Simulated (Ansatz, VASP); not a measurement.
**Mo: VASP beside Ansatz**

```
Mo
1.0
    -1.58933    1.58933    1.58933
     1.58933   -1.58933    1.58933
     1.58933    1.58933   -1.58933
Mo
1
Direct
  0.00000 0.00000 0.00000
```

Alike in both runs: task single point; functional revPBE; k mesh 8 × 8 × 8; occupations fermi-dirac, width 0.0238 eV; no spin polarisation.

|  | VASP | Ansatz |
| --- | --- | --- |
| version | VASP 6.6.1 | Ansatz 0.2.0 |
| potentials or method | VASP PAW PBE potentials, release 64 (Mo_sv), cutoff 520 eV | PAW plane waves |
| valence electrons in the cell | 14 | 14 |

```tsv
	VASP	Ansatz	Ansatz less VASP
gap on the k mesh at the Fermi level (eV)	none	none	-
pressure (GPa)	-0.8	-1.2	-0.48
```

VASP's potentials were made for PBE, not for revPBE. A gap of «none» marks a metal or a gap that the smearing closes.
